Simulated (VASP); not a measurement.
SiC: single point with PBE

The system is SiC.

```xyz
2
Lattice="0.0000 2.1752 2.1752 2.1752 0.0000 2.1752 2.1752 2.1752 0.0000" Properties=species:S:1:pos:R:3 pbc="T T T"
Si    0.0000    0.0000    0.0000
C     3.2627    3.2627    3.2627
```

This cell differs from its parent crystal: volume scaled by 0.98.

* Program: VASP 6.6.1
* Task: single point
* Functional: PBE
* Potentials or basis: VASP PAW PBE potentials, release 64 (Si, C)
* Cutoff: 520 eV
* k mesh: 12 × 12 × 12
* Occupations: gaussian, width 0.01 eV
* Spin: no spin polarisation
* Dipole correction: no
* Further INCAR settings: ALGO = Normal; EDIFF = 1e-06; NBANDS = 11

* Pressure: 4.4 GPa
* Band gap on the k mesh: 1.35 eV, indirect (least direct gap 4.55 eV)

Levels at points of the mesh, in eV from the valence-band top:
```tsv
k point	band 1	band 2	band 3	band 4	band 5	band 6	band 7	band 8
(0.00, 0.00, 0.00)	-15.44	0.00	0.00	0.00	6.30	7.34	7.34	7.34
(0.50, 0.00, 0.00)	-11.86	-8.56	-1.05	-1.05	5.48	7.25	7.25	10.08
(0.50, 0.50, 0.00)	-10.40	-7.81	-3.20	-3.20	1.35	4.34	14.10	14.10
```

It took 8.8 s on 1 thread of Intel Xeon 6975P-C, on a shared host, peak memory 0.14 GiB.

 A k mesh can miss the band edges.
